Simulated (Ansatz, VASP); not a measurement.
One calculation of MnO, two programs

```xyz
2
Lattice="0.0000 2.2675 2.2675 2.2675 0.0000 2.2675 2.2675 2.2675 0.0000" Properties=species:S:1:pos:R:3 pbc="T T T"
Mn    0.0000    0.0000    0.0000
O     2.2675    2.2675    2.2675
```

Alike in both runs: task single point; functional r2SCAN; k mesh 10 × 10 × 10; occupations fermi-dirac, width 0.05 eV; collinear spin.

|  | VASP | Ansatz |
| --- | --- | --- |
| version | VASP 6.6.1 | Ansatz 0.2.0 |
| potentials or method | VASP PAW PBE potentials, release 64 (Mn_pv, O) | Ansatz PAW |
| plane-wave cutoff (eV) | 520 | 500 |
| valence electrons in the cell | 19 | 21 |

Ansatz gave:

```
gap on the k mesh at the Fermi level (eV)                     : none
pressure (GPa)                                                : -8.4
net moment per atom (μB)                                      : 2.50
size of the moment on the site where the two differ most (μB) : 4.31
```

Which values does VASP return?

gap on the k mesh at the Fermi level (eV): none; pressure (GPa): -8.2; net moment per atom (μB): 2.50; size of the moment on the site where the two differ most (μB): 4.56.

VASP's potentials were made for PBE, not for r2SCAN. Site moments also hang on the region over which each program counts them. A gap of «none» marks a metal or a gap that the smearing closes. With one functional, cell and mesh, what is left measures potentials, basis and numerics. VASP's potentials hold 19 valence electrons a cell and Ansatz's 21, so a difference there can come from the potentials and not from the codes.

Noted on Ansatz's run: the magnetic or orbital state may not be the lowest.
